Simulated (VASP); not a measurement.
# Os (Pm-3m) in VASP: further runs

Os is run at these levels: BLYP; tasks: single point.

All numbers are computed with VASP 6.6.1; they aren't measurements. Logs are shortened: lines on timing, memory, paths and dates and some standing lists are left out, and cuts for length are marked.

**1. The cell of the first run**

The structure is cubic, space group Pm-3m (No. 221). The conventional cell has a = 2.598 Å, b = 2.598 Å, c = 2.598 Å, α = 90.00°, β = 90.00°, γ = 90.00°. Within 3.4 Å of Os (site symmetry m-3m) lie 6 Os at 2.60 Å.

This isn't the form of Os at room conditions, which is hcp.

**2. Single point, BLYP (17.53 Å³/atom)**

INCAR reads:

```
PREC     = Accurate       # precision mode
ENCUT    = 560            # plane-wave cutoff, eV
EDIFF    = 1E-6           # SCF threshold, eV
ISMEAR   = -1             # smearing method
SIGMA    = 0.1            # smearing width, eV
LREAL    = F              # projectors in reciprocal space
LASPH    = T              # aspherical terms in the spheres
NELM     = 120            # most SCF steps
ALGO     = Normal         # electronic algorithm
ISIF     = 2              # what is computed and relaxed
LWAVE    = F              # write WAVECAR
LCHARG   = T              # write CHGCAR
GGA      = B5             # functional
ALDAX    = 1.0          
AGGAX    = 1.0          
AGGAC    = 1.0          
ALDAC    = 0.0          
LELF     = T              # ELF
LVHAR    = T            
NBANDS   = 14             # bands
GGA_COMPAT= F
```

KPOINTS reads:

```
Automatic mesh
0
Gamma
  14 14 14
```

POSCAR reads:

```
Os
1.0
    2.5976447518      0.0000000000      0.0000000000
    0.0000000000      2.5976447518      0.0000000000
    0.0000000000      0.0000000000      2.5976447518
Os
1
Direct
    0.0000000000      0.0000000000      0.0000000000
```

Potentials or basis: VASP PAW PBE potentials, release 64 (Os_sv_GW).

Started as:

```sh
> cat potpaw_PBE.64/Os_sv_GW/POTCAR > POTCAR
> mpirun -np 1 vasp_std > vasp.out
```

OUTCAR:

```text
PREC = Accurate
   ENCUT = 560
   EDIFF = 1E-6
   ISMEAR = -1
   LREAL = F
   LASPH = T
   NELM = 120
   ISIF = 2
   GGA = B5

 ion  position               nearest neighbor table
   1  0.000  0.000  0.000-

  LATTYP: Found a simple cubic cell.
 ALAT       =     2.5976447518

  Lattice vectors:

 A1 = (   2.5976447518,   0.0000000000,   0.0000000000)
 A2 = (   0.0000000000,   2.5976447518,   0.0000000000)
 A3 = (   0.0000000000,   0.0000000000,   2.5976447518)

Analysis of symmetry for initial positions (statically):
=====================================================================
 Subroutine PRICEL returns:
 Original cell was already a primitive cell.

 Routine SETGRP: Setting up the symmetry group for a
 simple cubic supercell.

 Subroutine GETGRP returns: Found 48 space group operations
 (whereof 48 operations were pure point group operations)
 out of a pool of 48 trial point group operations.

The static configuration has the point symmetry O_h .

Analysis of symmetry for dynamics (positions and initial velocities):
=====================================================================
 Subroutine PRICEL returns:
 Original cell was already a primitive cell.

 Routine SETGRP: Setting up the symmetry group for a
 simple cubic supercell.

 Subroutine GETGRP returns: Found 48 space group operations
 (whereof 48 operations were pure point group operations)
 out of a pool of 48 trial point group operations.

The dynamic configuration has the point symmetry O_h .

 Subroutine INISYM returns: Found 48 space group operations
 (whereof 48 operations are pure point group operations),
 and found     1 'primitive' translations

----------------------------------------------------------------------------------------

                                     Primitive cell

  volume of cell :      17.5283

  direct lattice vectors                    reciprocal lattice vectors
     2.597644752  0.000000000  0.000000000     0.384964110  0.000000000  0.000000000
     0.000000000  2.597644752  0.000000000     0.000000000  0.384964110  0.000000000
     0.000000000  0.000000000  2.597644752     0.000000000  0.000000000  0.384964110

  length of vectors
     2.597644752  2.597644752  2.597644752     0.384964110  0.384964110  0.384964110

  position of ions in fractional coordinates (direct lattice)
     0.000000000  0.000000000  0.000000000

  ion indices of the primitive-cell ions
   primitive index   ion index
                 1           1

[... 80 lines left out ...]
   TEBEG  =    0.0;   TEEND  =   0.0 temperature during run
   PSTRESS=    0.0 pullay stress
   NELECT =      16.0000    total number of electrons
   NUPDOWN=      -1.0000    fix difference up-down
   EMIN   =  10.00;   EMAX   =-10.00  energy-range for DOS
   EFERMI =   0.00;   METHOD = LEGACY
   ISMEAR =    -1;   SIGMA  =   0.10  broadening in eV -4-tet -1-fermi 0-gaus
   EFERMI_NEDOS =   21; number of points for ismear=-14 and -15
   IALGO  =     38    algorithm
   IMIX   =      4    mixing-type and parameters
     AMIX     =   0.40;   BMIX     =  1.00
     AMIX_MAG =   1.60;   BMIX_MAG =  1.00
  volume/ion in A,a.u.               =      17.53       118.29
  Fermi-wavevector in a.u.,A,eV,Ry     =   1.588065  3.001009 34.313239  2.521952
  Thomas-Fermi vector in A             =   2.687126
   LORBIT       =      0    0 simple, 1 ext, 2 COOP (PROOUT), +10 PAW based schemes
   GGA     = B5    functional components
   LHFCALC =     F    Hartree Fock is set to
   AEXX    =    0.0000 exact exchange contribution
   IVDW    =     0    specifies the selected vdW correction
   LEPSILON=     F    determine dielectric tensor
   LRPA    =     F    only Hartree local field effects (RPA)
 non-spin polarized calculation
  energy-cutoff  :      560.00
  volume of cell :       17.53
 maximum number of plane-waves:       552
   NGX = 11   NGY = 11   NGZ = 11

 number of electron      15.9999997 magnetization

 Free energy of the ion-electron system (eV)
  ---------------------------------------------------
  ext. energy  EPLUGINS =         0.00000000
  ---------------------------------------------------
  free energy    TOTEN  =        -9.62766385 eV

  energy without entropy =       -9.57177226  energy(sigma->0) =       -9.59971805

 E-fermi :  10.5995     XC(G=0): -12.3542

 val. band max:       10.5843378546   @ k =   0.2143   0.1429   0.0714
 cond. band min:      10.6151659679   @ k =   0.2857   0.0714   0.0714
 fundamental gap:      0.0308281133
 Fermi energy:        10.5994848754

 k-point     1 :       0.0000    0.0000    0.0000
  band No.  band energies     occupation
      1     -75.2214      2.00000
      2     -34.4531      2.00000
      3     -34.4531      2.00000
      4     -34.4531      2.00000
      5       1.7465      2.00000
      6       5.0614      2.00000
      7       5.0614      2.00000
      8      12.6930      0.00000
      9      12.6930      0.00000
     10      12.6930      0.00000
     11      25.5923      0.00000
     12      25.5923      0.00000
     13      25.5923      0.00000
     14      32.0584      0.00000
[... 377 lines left out ...]
      1     -75.1520      2.00000
      2     -35.1215      2.00000
      3     -34.7280      2.00000
      4     -34.3644      2.00000
      5       5.1054      2.00000
      6       6.5947      2.00000
      7       7.9614      2.00000
      8      10.3627      1.82862
      9      10.8181      0.20201
     10      11.7112      0.00003
     11      19.2770      0.00000
     12      24.9437      0.00000
     13      28.1893      0.00000
     14      32.4424      0.00000

 [... further k-points ...]

------------------------ aborting loop because EDIFF is reached ----------------------------------------

  FORCE on cell =-STRESS in cart. coord.  units (eV):
  Direction    XX          YY          ZZ          XY          YZ          ZX
  --------------------------------------------------------------------------------------
  -------------------------------------------------------------------------------------
  Total        0.0144306      0.0144306      0.0144306      0.0000000      0.0000000     -0.0000000
  in kB        1.3190376      1.3190376      1.3190376      0.0000000      0.0000000     -0.0000000
  external PRESSURE =       1.3190376 kB  Pullay stress =       0.0000000 kB

 VOLUME and BASIS-vectors are now :
 -----------------------------------------------------------------------------
  energy-cutoff  :      560.00
  volume of cell :       17.53
      direct lattice vectors                 reciprocal lattice vectors
     2.597644752  0.000000000  0.000000000     0.384964110  0.000000000  0.000000000
     0.000000000  2.597644752  0.000000000     0.000000000  0.384964110  0.000000000
     0.000000000  0.000000000  2.597644752     0.000000000  0.000000000  0.384964110

 POSITION                                       TOTAL-FORCE (eV/Angst)
 -----------------------------------------------------------------------------------
      0.00000      0.00000      0.00000         0.000000      0.000000      0.000000
 -----------------------------------------------------------------------------------
    total drift:                               -0.000000      0.000000      0.000000

  FREE ENERGIE OF THE ION-ELECTRON SYSTEM (eV)
  ---------------------------------------------------
  free  energy   TOTEN  =        -9.6276638473 eV

  energy  without entropy=       -9.5717722582  energy(sigma->0) =       -9.59971805
```

OSZICAR:

```text
N       E                     dE             d eps       ncg     rms          rms(c)
DAV:   1     0.103728199139E+03    0.10373E+03   -0.10995E+04  3454   0.125E+03
DAV:   2    -0.881099340473E+01   -0.11254E+03   -0.10677E+03  4200   0.350E+02
DAV:   3    -0.106721102074E+02   -0.18611E+01   -0.18464E+01  3780   0.420E+01
DAV:   4    -0.106762049475E+02   -0.40947E-02   -0.40943E-02  4158   0.235E+00
DAV:   5    -0.106762165624E+02   -0.11615E-04   -0.11615E-04  3884   0.113E-01    0.948E+01
DAV:   6    -0.969394118829E+01    0.98228E+00   -0.13033E+00  3528   0.111E+01    0.500E+01
DAV:   7    -0.964465031368E+01    0.49291E-01   -0.36365E-01  3858   0.556E+00    0.976E+00
DAV:   8    -0.962774533593E+01    0.16905E-01   -0.56720E-02  3570   0.259E+00    0.149E+00
DAV:   9    -0.962769043501E+01    0.54901E-04   -0.80518E-04  3822   0.309E-01    0.539E-01
DAV:  10    -0.962765932413E+01    0.31111E-04   -0.60337E-05  3888   0.102E-01    0.310E-01
DAV:  11    -0.962766385362E+01   -0.45295E-05   -0.39457E-06  3828   0.219E-02    0.612E-02
DAV:  12    -0.962766384727E+01    0.63492E-08   -0.67026E-08  1992   0.272E-03
   1 F= -.96276638E+01 E0= -.95997181E+01  d E =-.558916E-01
```

Run time: 23 s. Hardware: 1 thread of Intel Xeon Platinum 8259CL at 2.50GHz (Skylake/Cascade Lake), shared host; peak memory 0.15 GiB.

What came out:

- Free energy: -9.6277 eV
- Pressure: 0.1 GPa
- Band gap on the k mesh: zero (bands 8 and 9 overlap by 5.31 eV)

Levels at points of the mesh, in eV from the Fermi level:
| k point | band 4 | band 5 | band 6 | band 7 | band 8 | band 9 | band 10 | band 11 | band 12 | band 13 |
| --- | --- | --- | --- | --- | --- | --- | --- | --- | --- | --- |
| (0.00, 0.00, 0.00) | -45.05 | -8.85 | -5.54 | -5.54 | 2.09 | 2.09 | 2.09 | 14.99 | 14.99 | 14.99 |
| (0.50, 0.00, 0.00) | -44.98 | -5.86 | -4.77 | -0.89 | -0.89 | -0.67 | 2.40 | 6.66 | 15.15 | 19.06 |
| (0.50, 0.50, 0.00) | -44.91 | -6.09 | -4.26 | -0.32 | -0.32 | 4.33 | 4.58 | 4.58 | 11.84 | 14.60 |
| (0.50, 0.50, 0.50) | -45.71 | -4.81 | -4.81 | -4.81 | 4.54 | 4.54 | 8.86 | 10.75 | 10.75 | 10.75 |

Caveat: the PAW data sets were made with another functional, which shifts forces and pressure a little; spin-orbit coupling is left out, which moves the levels of the heavy elements.

**3. Single point, BLYP (15.42 Å³/atom)**

This run uses another cell than the first one, of 15.42 Å³/atom.

INCAR reads:

```
SYSTEM = Os
PREC = Accurate
ENCUT = 560
EDIFF = 1E-6
ISMEAR = -1
SIGMA = 0.1
LREAL = .False.
LASPH = .True.
NELM = 120
ALGO = Normal
ISIF = 2
LWAVE = .False.
LCHARG = .True.
GGA = B5
ALDAX = 1.0
AGGAX = 1.0
AGGAC = 1.0
ALDAC = 0.0
LELF = .True.
LVHAR = .True.
NBANDS = 14
GGA_COMPAT = .False.
```

KPOINTS reads:

```
Automatic mesh
0
Gamma
  14 14 14
  0 0 0
```

POSCAR reads:

```
Os
1.0
    2.4892813290      0.0000000000      0.0000000000
    0.0000000000      2.4892813290      0.0000000000
    0.0000000000      0.0000000000      2.4892813290
Os
1
Direct
    0.0000000000      0.0000000000      0.0000000000
```

Potentials or basis: VASP PAW PBE potentials, release 64 (Os_sv_GW).

Started as:

```sh
> cat potpaw_PBE.64/Os_sv_GW/POTCAR > POTCAR
> mpirun -np 1 vasp_std > vasp.out
```

Wall time 33 s (1 thread of AMD EPYC 7R43 (Zen 3), shared host); peak memory 0.11 GiB.

The run converged. Its results:

```
Free energy            : -9.3682 eV
Pressure               : 41.3 GPa
Band gap on the k mesh : zero (bands 8 and 9 overlap by 6.54 eV)
```

Levels at points of the mesh, in eV from the Fermi level:
| k point | band 5 | band 6 | band 7 | band 8 | band 9 | band 10 | band 11 | band 12 |
| --- | --- | --- | --- | --- | --- | --- | --- | --- |
| (0.00, 0.00, 0.00) | -9.87 | -6.59 | -6.59 | 2.57 | 2.57 | 2.57 | 15.86 | 15.86 |
| (0.50, 0.00, 0.00) | -6.61 | -5.67 | -1.12 | -1.12 | -0.99 | 2.95 | 7.98 | 15.15 |
| (0.50, 0.50, 0.00) | -7.39 | -4.91 | -0.41 | -0.41 | 4.95 | 4.95 | 5.29 | 14.11 |
| (0.50, 0.50, 0.50) | -5.85 | -5.85 | -5.85 | 5.56 | 5.56 | 8.32 | 12.18 | 12.18 |

Caveat: the cell stands under pressure; the PAW data sets were made with another functional, which shifts forces and pressure a little; spin-orbit coupling is left out, which moves the levels of the heavy elements.

**4. Single point, BLYP**

Edit INCAR of step 3 so:

```diff
@@ -12,3 +12,3 @@
 LWAVE = .False.
-LCHARG = .True.
+LCHARG = .False.
 GGA = B5
@@ -18,4 +18,2 @@
 ALDAC = 0.0
-LELF = .True.
-LVHAR = .True.
 NBANDS = 14
```

KPOINTS reads:

```
regular mesh
0
Gamma
  13 13 13
  0 0 0
```

POSCAR reads:

```
Os
1.0
    2.5976447518      0.0000000000      0.0000000000
    0.0000000000      2.5976447518      0.0000000000
    0.0000000000      0.0000000000      2.5976447518
Os
1
Direct
    0.0000000000      0.0000000000      0.0000000000
```

Started as:

```sh
> cat potpaw_PBE.64/Os_sv_GW/POTCAR > POTCAR
> mpirun -np 1 vasp_std > vasp.out
```

It took 19 s on 1 thread of Intel Xeon Platinum 8488C (Sapphire Rapids), shared host; peak memory 0.14 GiB.

Results (log left out):

```yaml
Free_energy: -9.6297 eV
Pressure: -0.3 GPa
Band_gap_on_the_k_mesh: zero (bands 8 and 9 overlap by 4.98 eV)
```

Levels at points of the mesh, in eV from the Fermi level:
```tsv
k point	band 4	band 5	band 6	band 7	band 8	band 9	band 10	band 11	band 12	band 13
(0.00, 0.00, 0.00)	-45.08	-8.87	-5.56	-5.56	2.07	2.07	2.07	14.98	14.98	14.98
```

Caveat: the PAW data sets were made with another functional, which shifts forces and pressure a little; spin-orbit coupling is left out, which moves the levels of the heavy elements.

**5. Overview**

| cell | k mesh | gap on the mesh (eV) | pressure (GPa) |
| --- | --- | --- | --- |
| a = 2.598 Å, 1 atom | 14 × 14 × 14 | none | 0.1 |
| a = 2.489 Å, 1 atom | 14 × 14 × 14 | none | 41.3 |
| a = 2.598 Å, 1 atom | 13 × 13 × 13 | none | -0.3 |

Alike in all rows: task single point; level BLYP; potentials or basis VASP PAW PBE potentials, release 64 (Os_sv_GW); no spin polarisation; cutoff (eV) 560; smearing fermi-dirac 0.1 eV.

Caveats: the PAW data sets were made with another functional, which shifts forces and pressure a little; spin-orbit coupling is left out, which moves the levels of the heavy elements; the cell stands under pressure (at least some runs).

Total energies depend on the potentials used, so only differences within one code and one set of settings carry meaning.

The gap in the log of VASP goes by the Fermi energy; the results here count the filled bands.